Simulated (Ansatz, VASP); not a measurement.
## AlN: VASP beside Ansatz

The input INCAR:

```
ALGO = Normal ; EDIFF = 1E-6
ENCUT = 520 ; GGA = CA
ISIF = 2 ; ISMEAR = 0
LASPH = T ; LCHARG = F
LREAL = F ; LWAVE = F
NBANDS = 16 ; NELM = 80
PREC = Accurate ; SIGMA = 0.05
```

The input KPOINTS:

```
k-points
0
Gamma
  9 9 6
```

Contents of POSCAR:

```
AlN
1.0
    3.0887424016      0.0000000000      0.0000000000
   -1.5443712008      2.6749293856      0.0000000000
    0.0000000000      0.0000000000      4.9437688231
Al N
2 2
Direct
    0.3294876577      0.6923869718      0.0015212672
    0.6705123423      0.3076130282      0.5015212672
    0.3367649537      0.6437156091      0.3834787328
    0.6632350463      0.3562843909      0.8834787328
```

Input for Ansatz:

```yaml
crystal:
  lattice:
    - [3.0887424016, 0.0, 0.0]
    - [-1.5443712008, 2.6749293856, 0.0]
    - [0.0, 0.0, 4.9437688231]
  atoms:
    - { symbol: Al, position: [0.3294876577, 0.6923869718, 0.0015212672] }
    - { symbol: Al, position: [0.6705123423, 0.3076130282, 0.5015212672] }
    - { symbol: "N", position: [0.3367649537, 0.6437156091, 0.3834787328] }
    - { symbol: "N", position: [0.6632350463, 0.3562843909, 0.8834787328] }
basis:
  ecutwfc: 520.0
kpoints:
  mp_grid: { grid: [9, 9, 6] }
hamiltonian:
  xc: lda
scf:
  occupations: { method: gaussian, width: 0.05 }
output:
  forces: true
  stress: true
  eigenvalues: true
```

Change from the starting cell: mode 4 frozen in at -0.052 Å and mode 5 at +0.069 Å (largest displacements).

Alike in both runs: task single point; functional LDA; k mesh 9 × 9 × 6; occupations gaussian, width 0.05 eV; no spin polarisation.

|  | VASP | Ansatz |
| --- | --- | --- |
| version | VASP 6.6.1 | Ansatz 0.2.0 |
| potentials or method | VASP PAW LDA potentials, release 64 (Al, N), cutoff 520 eV | scalar-relativistic, plane waves, PAW |
| valence electrons in the cell | 16 | 16 |

Ansatz gave:

| Item | Value |
| --- | --- |
| gap on the k mesh at the Fermi level (eV) | 4.33 |
| least direct gap on the mesh (eV) | 4.33 |
| pressure (GPa) | -0.2 |
| traceless stress, the component that is largest in VASP (GPa) | -0.45 |
| rms of the force components (eV/Å) | 0.219 |

Q: Estimate VASP's values.

A: gap on the k mesh at the Fermi level (eV): 4.33; least direct gap on the mesh (eV): 4.33; pressure (GPa): 0.4; traceless stress, the component that is largest in VASP (GPa): -0.41; rms of the force components (eV/Å): 0.219.

LDA's correlation is that of Perdew and Zunger in VASP and of Perdew and Wang (1992) in Ansatz. Atom by atom the forces differ by 0.002 eV/Å (rms over components).
